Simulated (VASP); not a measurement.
Crystal: SrCl2.

```
Sr Cl
1.0
     2.45672    1.41839    4.01532
    -2.45672    1.41839    4.01532
     0.00000   -2.83678    4.01532
Sr Cl
1 2
Direct
  0.00000 0.00000 0.00000
  0.24995 0.24995 0.24995
  0.75005 0.75005 0.75005
```

Base run:

- Program: VASP 6.6.1
- Functional: PBE
- Potentials or basis: VASP PAW PBE potentials, release 64 (Sr_sv, Cl)
- Cutoff: 520 eV
- k mesh: 4 × 4 × 4
- Occupations: gaussian, width 0.01 eV
- Spin: no spin polarisation

Its results: band gap on the k mesh 5.38 eV, indirect (least direct gap 5.50 eV); pressure 1.5 GPa.

The run is repeated on the same cell with these changes: functional from PBE to PBE-based screened hybrid. What comes out?

Band gap on the k mesh 5.65 eV, indirect (least direct gap 5.77 eV); pressure 1.3 GPa.

Caveats: the PAW data sets were made with another functional, which shifts forces and pressure a little (some runs).

A k mesh can miss the band edges.
